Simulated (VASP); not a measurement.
**Ge: single point with PBE+D3(BJ)**

The system is Ge, a slab with vacuum.

```
Ge
1.0
     4.02269    0.00000    0.00000
    -2.01134    3.48375    0.00000
     0.00000    0.00000   18.86852
Ge
4
Direct
  0.33333 0.66667 0.27476
  0.66667 0.33333 0.23849
  0.88889 0.22222 0.51507
  0.22222 0.88889 0.47880
```

This cell differs from its parent crystal: layers slid over each other.

```yaml
Program: VASP 6.6.1
Task: single point
Functional: PBE
Dispersion: D3(BJ)
Potentials_or_basis: VASP PAW PBE potentials, release 64 (Ge_d)
Cutoff: 520 eV
k_mesh: 9 × 9 × 1
Occupations: gaussian, width 0.1 eV
Spin: no spin polarisation
Dipole_correction: yes
Further_INCAR_settings: ALGO = Normal; EDIFF = 1e-06; NBANDS = 36
```

```
Largest force              : 0.197 eV/Å
Band gap on the k mesh     : 0.20 eV
Dispersion energy per atom : -0.201 eV
```

Forces on the atoms (eV/Å):
```
Ge  -0.041  0.032  0.190
Ge   0.003  0.002  0.017
Ge  -0.003 -0.002 -0.017
Ge   0.041 -0.032 -0.190
```

Levels at points of the mesh, in eV from the valence-band top:
```csv
k point,band 25,band 26,band 27,band 28,band 29,band 30,band 31,band 32
"(0.00, 0.00, 0.00)",-0.36,-0.35,-0.33,-0.30,0.61,0.78,2.08,3.47
```

It took 12 min on 1 thread of Intel(R) Xeon(R) Platinum 8488C (Sapphire Rapids), on a shared host, peak memory 0.51 GiB.

Caveat: the cell differs from its parent crystal (layers slid over each other); semilocal functionals underestimate gaps, and a narrow one can read as zero.
